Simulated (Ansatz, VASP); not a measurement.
# FePt in VASP and in Ansatz

File INCAR:

```
SYSTEM = FePt
  PREC = Accurate
  ENCUT = 600
  EDIFF = 1E-7
  ISMEAR = -1
  SIGMA = 0.05
  LREAL = .FALSE.
  LASPH = .TRUE.
  NELM = 150
  ALGO = Normal
  ISIF = 3
  LWAVE = .FALSE.
  LCHARG = .FALSE.
  ISPIN = 2
  MAGMOM = 0 3
  LORBIT = 11
  LMAXMIX = 4
  GGA = B5
  ALDAX = 1.0
  AGGAX = 1.0
  AGGAC = 1.0
  ALDAC = 0.0
  IVDW = 12
  VDW_S6 = 1.0
  VDW_S8 = 2.6996
  VDW_A1 = 0.4298
  VDW_A2 = 4.2359
  IBRION = 2
  NSW = 80
  EDIFFG = -0.01
```

KPOINTS

```
regular mesh
0
G
  10 10 7
  0 0 0
```

POSCAR

```
FePt
1.0
    2.7235000000      0.0000000000      0.0000000000
    0.0000000000      2.7235000000      0.0000000000
    0.0000000000      0.0000000000      3.7200000000
Pt Fe
1 1
Direct
    0.5000000000      0.5000000000      0.5000000000
    0.0000000000      0.0000000000      0.0000000000
```

The input input.yaml:

```yaml
crystal:
  lattice:
    - [2.7235, 0.0, 0.0]
    - [0.0, 2.7235, 0.0]
    - [0.0, 0.0, 3.72]
  atoms:
    - { symbol: Pt, position: [0.5, 0.5, 0.5] }
    - { symbol: Fe, position: [0.0, 0.0, 0.0], spin: 3.0 }
kpoints:
  mp_grid: { grid: [10, 10, 7] }
scf:
  occupations: { method: fermi_dirac, width: 0.05 }
hamiltonian:
  xc: blyp
  dispersion: d3bj
  pseudopotentials: { kind: all_electron, lapw: { basis_error: 0.001 } }
magnetization:
  spin_polarized: true
output:
  forces: true
  stress: true
relax:
  f_tol: 0.01
  max_steps: 60
  cell: {}
```

Alike in both runs: task relaxation of cell and atoms; functional BLYP; dispersion D3(BJ); k mesh 10 × 10 × 7; occupations fermi-dirac, width 0.05 eV; collinear spin.

|  | VASP | Ansatz |
| --- | --- | --- |
| version | VASP 6.6.1 | Ansatz 0.2.0 |
| potentials or method | VASP PAW PBE potentials, release 64 (Pt, Fe), cutoff 600 eV | all-electron LAPW, scalar-relativistic |

```csv
,VASP,Ansatz,Ansatz less VASP
net moment per atom (μB),1.61,1.61,+0.002
size of the moment on the site where the two differ most (μB),2.85,2.89,+0.047
relaxed volume (Å³/atom),13.78,13.72,-0.051
relaxed cell length with the largest relative difference (Å),2.722,2.719,-0.0035
```

VASP's potentials were made for PBE, not for BLYP. Site moments also hang on the region over which each program counts them. Ansatz ran all-electron here, and VASP with PAW potentials.

Neither program's run includes spin-orbit coupling.
